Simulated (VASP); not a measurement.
# MoP (P-6m2) in VASP: single point with LDA

Aim: the single point of MoP with LDA.

Program: VASP 6.6.1. These are calculated values, not measurements. Logs are shortened: lines on timing, memory, paths and dates and some standing lists are left out, and cuts for length are marked.

### Step 1. The cell of the first run

Symmetry: P-6m2, No. 187, hexagonal system. The conventional cell has a = 3.223 Å, b = 3.223 Å, c = 3.191 Å, α = 90.00°, β = 90.00°, γ = 120.00°. Mo (site symmetry -6m2) has 6 P at 2.45 Å and 2 Mo at 3.19 Å within 3.2 Å. Within 3.2 Å of P (site symmetry -6m2) lie 6 Mo at 2.45 Å and 2 P at 3.19 Å.

### Step 2. Single point, LDA

INCAR reads:

```
SYSTEM = MoP
ALGO = Normal ; EDIFF = 1E-6
ENCUT = 500 ; GGA_COMPAT = .False.
ISIF = 2 ; ISMEAR = -1
LASPH = .True. ; LCHARG = .False.
LREAL = .False. ; LWAVE = .False.
NBANDS = 16 ; NELM = 120
PREC = Accurate ; SIGMA = 0.0272
```

KPOINTS reads:

```
k-points
0
Gamma
  10 10 8
  0 0 0
```

POSCAR reads:

```
MoP
1.0
    3.2230000000      0.0000000000      0.0000000000
   -1.6115000000      2.7911998764      0.0000000000
    0.0000000000      0.0000000000      3.1910000000
Mo P
1 1
Direct
    0.0000000000      0.0000000000      0.0000000000
    0.3333333333      0.6666666667      0.5000000000
```

Potentials or basis: VASP PAW LDA potentials, release 64 (Mo_sv, P).

Started as:

```bash
$ cat potpaw_LDA.64/Mo_sv/POTCAR potpaw_LDA.64/P/POTCAR > POTCAR
$ mpirun -np 1 vasp_std > vasp.out
```

OUTCAR:

```text
SYSTEM = MoP
   EDIFF = 1E-6
   ENCUT = 500
   ISIF = 2
   ISMEAR = -1
   LASPH = .True.
   LREAL = .False.
   NELM = 120
   PREC = Accurate

 ion  position               nearest neighbor table
   1  0.000  0.000  0.000-   2 2.45   2 2.45   2 2.45   2 2.45   2 2.45   2 2.45
   2  0.333  0.667  0.500-   1 2.45   1 2.45   1 2.45   1 2.45   1 2.45   1 2.45

  LATTYP: Found a hexagonal cell.
 ALAT       =     3.2230000000
 C/A-ratio  =     0.9900713621

  Lattice vectors:

 A1 = (   3.2230000000,   0.0000000000,   0.0000000000)
 A2 = (  -1.6115000000,   2.7911998764,   0.0000000000)
 A3 = (   0.0000000000,   0.0000000000,   3.1910000000)

Analysis of symmetry for initial positions (statically):
=====================================================================
 Subroutine PRICEL returns:
 Original cell was already a primitive cell.

 Routine SETGRP: Setting up the symmetry group for a
 hexagonal supercell.

 Subroutine GETGRP returns: Found 12 space group operations
 (whereof 12 operations were pure point group operations)
 out of a pool of 24 trial point group operations.

The static configuration has the point symmetry D_3h.

Analysis of symmetry for dynamics (positions and initial velocities):
=====================================================================
 Subroutine PRICEL returns:
 Original cell was already a primitive cell.

 Routine SETGRP: Setting up the symmetry group for a
 hexagonal supercell.

 Subroutine GETGRP returns: Found 12 space group operations
 (whereof 12 operations were pure point group operations)
 out of a pool of 24 trial point group operations.

The dynamic configuration has the point symmetry D_3h.

 Subroutine INISYM returns: Found 12 space group operations
 (whereof 12 operations are pure point group operations),
 and found     1 'primitive' translations

----------------------------------------------------------------------------------------

                                     Primitive cell

  volume of cell :      28.7064

  direct lattice vectors                    reciprocal lattice vectors
     3.223000000  0.000000000  0.000000000     0.310269935  0.179134430  0.000000000
    -1.611500000  2.791199876  0.000000000     0.000000000  0.358268861  0.000000000
     0.000000000  0.000000000  3.191000000     0.000000000  0.000000000  0.313381385

  length of vectors
     3.223000000  3.223000000  3.191000000     0.358268861  0.358268861  0.313381385

  position of ions in fractional coordinates (direct lattice)
     0.000000000  0.000000000  0.000000000
     0.333333333  0.666666667  0.500000000

  ion indices of the primitive-cell ions
   primitive index   ion index
                 1           1
                 2           2

----------------------------------------------------------------------------------------

 KPOINTS: k-points

Automatic generation of k-mesh.
 Grid dimensions read from file:
 generate k-points for:   10   10    8

 Generating k-lattice:

  Cartesian coordinates                     Fractional coordinates (reciprocal lattice)
     0.031026993  0.017913443  0.000000000     0.100000000 -0.000000000  0.000000000
     0.000000000  0.035826886  0.000000000     0.000000000  0.100000000  0.000000000
     0.000000000  0.000000000  0.039172673     0.000000000  0.000000000  0.125000000

  Length of vectors
     0.035826886  0.035826886  0.039172673

  Shift w.r.t. Gamma in fractional coordinates (k-lattice)
     0.000000000  0.000000000  0.000000000

 Subroutine IBZKPT returns following result:
 ===========================================

 Found     70 irreducible k-points:

 Following reciprocal coordinates:
            Coordinates               Weight
  0.000000  0.000000  0.000000      1.000000
  0.100000 -0.000000  0.000000      6.000000
  0.200000 -0.000000  0.000000      6.000000
  0.300000 -0.000000  0.000000      6.000000
  0.400000  0.000000  0.000000      6.000000
  0.500000 -0.000000  0.000000      3.000000
[... 16 lines left out ...]
  0.300000  0.100000  0.125000     24.000000
  0.400000  0.100000  0.125000     24.000000
 [... further k-points ...]
   k-points           NKPTS =     70   k-points in BZ     NKDIM =     70   number of bands    NBANDS=     16
   number of dos      NEDOS =    301   number of ions     NIONS =      2
   total plane-waves  NPLWV =  13824
   dimension x,y,z NGX =    24 NGY =   24 NGZ =   24
   dimension x,y,z NGXF=    48 NGYF=   48 NGZF=   48
   ions per type =               1   1
   NGX,Y,Z   is equivalent  to a cutoff of  12.38, 12.38, 12.50 a.u.
   NGXF,Y,Z  is equivalent  to a cutoff of  24.76, 24.76, 25.01 a.u.
 SYSTEM =  MoP
   PREC   = accura    normal or accurate (medium, high low for compatibility)
   ISTART =      0    job   : 0-new  1-cont  2-samecut
   ICHARG =      2    charge: 1-file 2-atom 10-const
   ISPIN  =      1    spin polarized calculation?
   LNONCOLLINEAR =      F non collinear calculations
   LSORBIT =      F    spin-orbit coupling
   LASPH  =      T    aspherical Exc in radial PAW
   ENCUT  =  500.0 eV  36.75 Ry    6.06 a.u.   5.88  5.88  5.82*2*pi/ulx,y,z
   NELM   =    120;   NELMIN=  2; NELMDL= -5     # of ELM steps
   EDIFF  = 0.1E-05   stopping-criterion for ELM
   LREAL  =      F    real-space projection
[... 7 lines left out ...]
   TEBEG  =    0.0;   TEEND  =   0.0 temperature during run
   PSTRESS=    0.0 pullay stress
   NELECT =      19.0000    total number of electrons
   NUPDOWN=      -1.0000    fix difference up-down
   EMIN   =  10.00;   EMAX   =-10.00  energy-range for DOS
   EFERMI =   0.00;   METHOD = LEGACY
   ISMEAR =    -1;   SIGMA  =   0.03  broadening in eV -4-tet -1-fermi 0-gaus
   EFERMI_NEDOS =   21; number of points for ismear=-14 and -15
   IALGO  =     38    algorithm
   IMIX   =      4    mixing-type and parameters
     AMIX     =   0.40;   BMIX     =  1.00
     AMIX_MAG =   1.60;   BMIX_MAG =  1.00
  volume/ion in A,a.u.               =      14.35        96.86
  Fermi-wavevector in a.u.,A,eV,Ry     =   1.426702  2.696076 27.694378  2.035479
  Thomas-Fermi vector in A             =   2.546951
   LORBIT       =      0    0 simple, 1 ext, 2 COOP (PROOUT), +10 PAW based schemes
   GGA     = CA    functional components
   LHFCALC =     F    Hartree Fock is set to
   AEXX    =    0.0000 exact exchange contribution
   IVDW    =     0    specifies the selected vdW correction
   LEPSILON=     F    determine dielectric tensor
   LRPA    =     F    only Hartree local field effects (RPA)
 non-spin polarized calculation
  energy-cutoff  :      500.00
  volume of cell :       28.71
 maximum number of plane-waves:       742
 NGX is ok and might be reduce to    24
   NGX = 11   NGY = 11   NGZ = 11

 number of electron      18.9999998 magnetization

 Free energy of the ion-electron system (eV)
  ---------------------------------------------------
  ext. energy  EPLUGINS =         0.00000000
  ---------------------------------------------------
  free energy    TOTEN  =       -19.71276407 eV

  energy without entropy =      -19.71178115  energy(sigma->0) =      -19.71227261

 E-fermi :  11.8026     XC(G=0): -12.7541

 val. band max:       11.7442934654   @ k =   0.3000  -0.0000   0.3750
 cond. band min:      11.8345175057   @ k =   0.2000  -0.0000   0.0000
 fundamental gap:      0.0902240402
 Fermi energy:        11.8026365386

 k-point     1 :       0.0000    0.0000    0.0000
  band No.  band energies     occupation
      1     -49.0271      2.00000
      2     -23.3802      2.00000
      3     -23.1510      2.00000
      4     -23.1510      2.00000
      5      -2.0489      2.00000
      6       7.6067      2.00000
[... 8 lines left out ...]
     15      20.7998      0.00000
     16      20.8287      0.00000

 k-point     2 :       0.1000   -0.0000    0.0000
  band No.  band energies     occupation
      1     -49.0239      2.00000
      2     -23.3758      2.00000
      3     -23.1851      2.00000
      4     -23.1587      2.00000
      5      -1.8654      2.00000
      6       7.5026      2.00000
[... 8 lines left out ...]
     15      20.2799      0.00000
     16      21.4367      0.00000

 k-point     3 :       0.2000   -0.0000    0.0000
  band No.  band energies     occupation
      1     -49.0155      2.00000
      2     -23.3640      2.00000
      3     -23.2736      2.00000
      4     -23.1790      2.00000
      5      -1.3450      2.00000
      6       6.8405      2.00000
[... 8 lines left out ...]
     15      20.7192      0.00000
     16      22.7477      0.00000

 k-point     4 :       0.3000   -0.0000    0.0000
  band No.  band energies     occupation
      1     -49.0051      2.00000
      2     -23.3812      2.00000
      3     -23.3495      2.00000
      4     -23.2040      2.00000
      5      -0.5851      2.00000
      6       5.8808      2.00000
[... 8 lines left out ...]
     15      21.7429      0.00000
     16      23.2254      0.00000

 k-point     5 :       0.4000    0.0000    0.0000
  band No.  band energies     occupation
      1     -48.9966      2.00000
      2     -23.4668      2.00000
      3     -23.3377      2.00000
      4     -23.2240      2.00000
      5       0.2063      2.00000
      6       4.9992      2.00000
[... 8 lines left out ...]
     15      20.7274      0.00000
     16      23.4170      0.00000

 k-point     6 :       0.5000   -0.0000    0.0000
  band No.  band energies     occupation
      1     -48.9934      2.00000
      2     -23.4992      2.00000
      3     -23.3332      2.00000
      4     -23.2317      2.00000
      5       0.5930      2.00000
      6       4.5913      2.00000
[... 8 lines left out ...]
     15      20.1885      0.00000
     16      23.6355      0.00000

 k-point     7 :       0.1000    0.1000    0.0000
  band No.  band energies     occupation
      1     -49.0181      2.00000
      2     -23.3676      2.00000
      3     -23.2439      2.00000
      4     -23.1752      2.00000
      5      -1.5130      2.00000
      6       7.0828      2.00000
[... 8 lines left out ...]
     15      20.1174      0.00000
     16      22.3256      0.00000

 k-point     8 :       0.2000    0.1000    0.0000
  band No.  band energies     occupation
      1     -49.0087      2.00000
      2     -23.3545      2.00000
      3     -23.3359      2.00000
      4     -23.2038      2.00000
      5      -0.8687      2.00000
      6       6.2840      2.00000
[... 8 lines left out ...]
     15      20.9927      0.00000
     16      22.9440      0.00000

 k-point     9 :       0.3000    0.1000    0.0000
  band No.  band energies     occupation
      1     -48.9992      2.00000
      2     -23.4262      2.00000
      3     -23.3413      2.00000
      4     -23.2326      2.00000
      5      -0.0740      2.00000
      6       5.4266      2.00000
[... 8 lines left out ...]
     15      21.5598      0.00000
     16      23.1370      0.00000
[... 172 lines left out ...]
 k-point    19 :       0.4000    0.0000    0.1250
  band No.  band energies     occupation
      1     -48.9937      2.00000
      2     -23.4601      2.00000
      3     -23.3780      2.00000
      4     -23.2198      2.00000
      5       0.3015      2.00000
      6       5.0640      2.00000
[... 8 lines left out ...]
     15      20.1024      0.00000
     16      23.2571      0.00000

 k-point    20 :       0.5000   -0.0000    0.1250
  band No.  band energies     occupation
      1     -48.9905      2.00000
      2     -23.4921      2.00000
      3     -23.3732      2.00000
      4     -23.2274      2.00000
      5       0.6508      2.00000
      6       4.6584      2.00000
[... 8 lines left out ...]
     15      20.3753      0.00000
     16      23.0942      0.00000

 k-point    21 :       0.1000    0.1000    0.1250
  band No.  band energies     occupation
      1     -49.0151      2.00000
      2     -23.4114      2.00000
      3     -23.2390      2.00000
      4     -23.1712      2.00000
      5      -1.2910      2.00000
      6       7.1526      2.00000
[... 8 lines left out ...]
     15      20.1376      0.00000
     16      21.7968      0.00000

 k-point    22 :       0.2000    0.1000    0.1250
  band No.  band energies     occupation
      1     -49.0057      2.00000
      2     -23.3972      2.00000
      3     -23.3298      2.00000
      4     -23.1997      2.00000
      5      -0.6888      2.00000
      6       6.4300      2.00000
[... 8 lines left out ...]
     15      21.1387      0.00000
     16      22.1963      0.00000

 k-point    23 :       0.3000    0.1000    0.1250
  band No.  band energies     occupation
      1     -48.9963      2.00000
      2     -23.4203      2.00000
      3     -23.3817      2.00000
      4     -23.2282      2.00000
      5       0.0451      2.00000
      6       5.5375      2.00000
[... 8 lines left out ...]
     15      20.6146      0.00000
     16      23.0585      0.00000

 k-point    24 :       0.4000    0.1000    0.1250
  band No.  band energies     occupation
      1     -48.9905      2.00000
      2     -23.4744      2.00000
      3     -23.3732      2.00000
      4     -23.2459      2.00000
      5       0.6254      2.00000
      6       4.8813      2.00000
[... 8 lines left out ...]
     15      20.7539      0.00000
     16      22.9577      0.00000

 [... further k-points ...]
[... 5 lines left out ...]
  --------------------------------------------------------------------------------------
  -------------------------------------------------------------------------------------
  Total       -1.0943609     -1.0943609     -1.4824346     -0.0000000      0.0000000      0.0000000
  in kB      -61.0791645    -61.0791645    -82.7385822     -0.0000000      0.0000000      0.0000000
  external PRESSURE =     -68.2989704 kB  Pullay stress =       0.0000000 kB

 VOLUME and BASIS-vectors are now :
 -----------------------------------------------------------------------------
  energy-cutoff  :      500.00
  volume of cell :       28.71
      direct lattice vectors                 reciprocal lattice vectors
     3.223000000  0.000000000  0.000000000     0.310269935  0.179134430  0.000000000
    -1.611500000  2.791199876  0.000000000     0.000000000  0.358268861  0.000000000
     0.000000000  0.000000000  3.191000000     0.000000000  0.000000000  0.313381385

 POSITION                                       TOTAL-FORCE (eV/Angst)
 -----------------------------------------------------------------------------------
      0.00000      0.00000      0.00000         0.000000     -0.000000      0.000000
     -0.00000      1.86080      1.59550        -0.000000      0.000000      0.000000
 -----------------------------------------------------------------------------------
    total drift:                               -0.000000      0.000000      0.000000

  FREE ENERGIE OF THE ION-ELECTRON SYSTEM (eV)
  ---------------------------------------------------
  free  energy   TOTEN  =       -19.7127640742 eV

  energy  without entropy=      -19.7117811533  energy(sigma->0) =      -19.71227261
```

Run time: 23 s. Hardware: 1 thread of Intel Xeon 8259CL, shared host; peak memory 0.15 GiB.

Results:

```
Free energy : -19.7128 eV
Pressure    : -6.8 GPa
```

Stress tensor (GPa, compression positive):
```
-6.11  0.00  0.00
 0.00 -6.11  0.00
 0.00  0.00 -8.27
```
